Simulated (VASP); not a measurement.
Na3Ca, 4 atoms in the cell. Symmetry: Fm-3m, No. 225, cubic system. The conventional cell has a = 8.690 Å, b = 8.690 Å, c = 8.690 Å, α = 90.00°, β = 90.00°, γ = 90.00°. Within 4.9 Å of Na (site symmetry -43m) lie 10 Na at 3.76 to 4.35 Å and 4 Ca at 3.76 Å. Within 4.9 Å of Na (site symmetry m-3m) lie 8 Na at 3.76 Å and 6 Ca at 4.35 Å. Ca (site symmetry m-3m) has 14 Na at 3.76 to 4.35 Å within 4.9 Å. 

- Program: VASP 6.6.1
- Task: single point
- Functional: r2SCAN
- Potentials or basis: VASP PAW PBE potentials, release 64 (Na_pv, Ca_sv)
- Cutoff: 520 eV
- k mesh: 5 × 5 × 5
- Occupations: methfessel-paxton, width 0.1 eV
- Spin: no spin polarisation
- Dipole correction: no
- Further INCAR settings: ALGO = Normal; EDIFF = 1e-06; NBANDS = 24

Potentials or basis: VASP PAW PBE potentials, release 64 (Na_pv, Ca_sv).

Command:

```sh
$ cat potpaw_PBE.64/Na_pv/POTCAR potpaw_PBE.64/Ca_sv/POTCAR > POTCAR
$ cp INCAR.step1 INCAR
$ mpirun -np 1 vasp_std > vasp.out
$ cp INCAR.step2 INCAR
$ mpirun -np 1 vasp_std > vasp.out
```

Hardware: 1 thread of AMD EPYC 9R45 96-Core Processor (Zen 5), with other jobs on the host.

Task: Estimate the wall time of this run.

Result: Run time: 2.2 min on 1 thread of AMD EPYC 9R45 96-Core Processor (Zen 5), with other jobs on the host, peak memory 0.34 GiB. Counts: k points 10.
